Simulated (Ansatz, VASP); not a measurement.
## Two plane-wave programs on Rh

INCAR

```
PREC     = Accurate       # precision mode
ENCUT    = 600            # plane-wave cutoff, eV
EDIFF    = 1E-6           # SCF threshold, eV
ISMEAR   = 0              # smearing method
SIGMA    = 0.1            # smearing width, eV
LREAL    = False          # projectors in reciprocal space
LASPH    = True           # aspherical terms in the spheres
NELM     = 60             # most SCF steps
ALGO     = Fast           # electronic algorithm
ISIF     = 3              # what is computed and relaxed
LWAVE    = False          # write WAVECAR
LCHARG   = False          # write CHGCAR
GGA      = PS             # functional
IBRION   = 2              # ionic algorithm
NSW      = 100            # ionic steps
EDIFFG   = -0.005         # ionic threshold
```

Contents of KPOINTS:

```
Automatic mesh
0
Gamma
  18 18 10
```

POSCAR

```
Rh
1.0
    2.6824015962      0.0000000000      0.0000000000
   -1.3412007981      2.3230279255      0.0000000000
    0.0000000000      0.0000000000      4.3380718907
Rh
2
Direct
    0.6666666667      0.3333333333      0.7500000000
    0.3333333333      0.6666666667      0.2500000000
```

Input for Ansatz:

```yaml
crystal:
  lattice:
    - [2.6824015966, 0.0, 0.0]
    - [-1.3412007983, 2.3230279258, 0.0]
    - [0.0, 0.0, 4.3380718976]
  atoms:
    - { symbol: Rh, position: [0.6666666667, 0.3333333333, 0.75] }
    - { symbol: Rh, position: [0.3333333333, 0.6666666667, 0.25] }
basis:
  ecutwfc: 420
kpoints:
  mp_grid: { grid: [18, 18, 10] }
hamiltonian:
  xc: pbesol
scf:
  occupations: { method: gaussian, width: 0.1 }
output:
  forces: true
  stress: true
  eigenvalues: true
  write_density: true
  write_potential: true
  elf: true
  volumetric_format: npy
relax:
  adjacent_minimum: "off"
  f_tol: 0.005
  max_steps: 80
  cell: { stress_tol: 0.05 }
```

Alike in both runs: task relaxation of cell and atoms; functional PBEsol; k mesh 18 × 18 × 10; occupations gaussian, width 0.1 eV; no spin polarisation.

```csv
,VASP,Ansatz
version,VASP 6.6.1,Ansatz 0.2.0
potentials or method,"VASP PAW PBE potentials, release 64 (Rh_pv), cutoff 600 eV","scalar-relativistic, plane waves, PAW"
valence electrons in the cell,30,34
```

```tsv
	VASP	Ansatz	Ansatz less VASP
gap on the k mesh at the Fermi level, each at its own relaxed structure (eV)	none	none	-
relaxed volume (Å³/atom)	13.54	13.55	+0.010
relaxed cell length with the largest relative difference (Å)	4.328	4.329	+0.0012
```

VASP's potentials were made for PBE, not for PBEsol. A gap of «none» marks a metal or a gap that the smearing closes. VASP's potentials hold 30 valence electrons a cell and Ansatz's 34, so a difference there can come from the potentials and not from the codes.
